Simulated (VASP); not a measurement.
Input of a VASP 6.6.1 run:

INCAR

```
PREC = Accurate
ENCUT = 520
EDIFF = 1E-6
ISMEAR = 0
SIGMA = 0.05
LREAL = F
LASPH = T
NELM = 100
ALGO = Normal
ISIF = 2
LWAVE = F
LCHARG = F
GGA = PS
IVDW = 12
NBANDS = 20
```

The input KPOINTS:

```
Automatic mesh
0
Gamma
  12 12 2
```

The input POSCAR:

```
WSe2
1.0
    3.3179375931      0.0000000000      0.0000000000
   -1.6589687966      2.8734182438      0.0000000000
    0.0000000000      0.0000000000     16.6581424200
W Se
1 2
Direct
   -0.0037674006     -0.0037674006      0.0000000000
    0.3333333333      0.6666666667      0.0997865200
    0.3333333333      0.6666666667      0.9002134800
```

Potentials or basis: VASP PAW PBE potentials, release 64 (W_sv, Se).

Run with:

```sh
$ cat potpaw_PBE.64/W_sv/POTCAR potpaw_PBE.64/Se/POTCAR > POTCAR
$ mpirun -np 1 vasp_std > vasp.out
```

(1) Predict the largest force.

(2) Predict the dispersion energy per atom.

## Answers

(1) 0.229 eV/Å.

(2) -0.280 eV.

Caveat: the cell differs from its parent crystal (all W atoms moved +0.013 Å, as atom 1 towards its neighbour atom 1 (W) at 3.318 Å); there is no dipole correction, which matters where the two faces differ; the PAW data sets were made with another functional, which shifts forces and pressure a little.
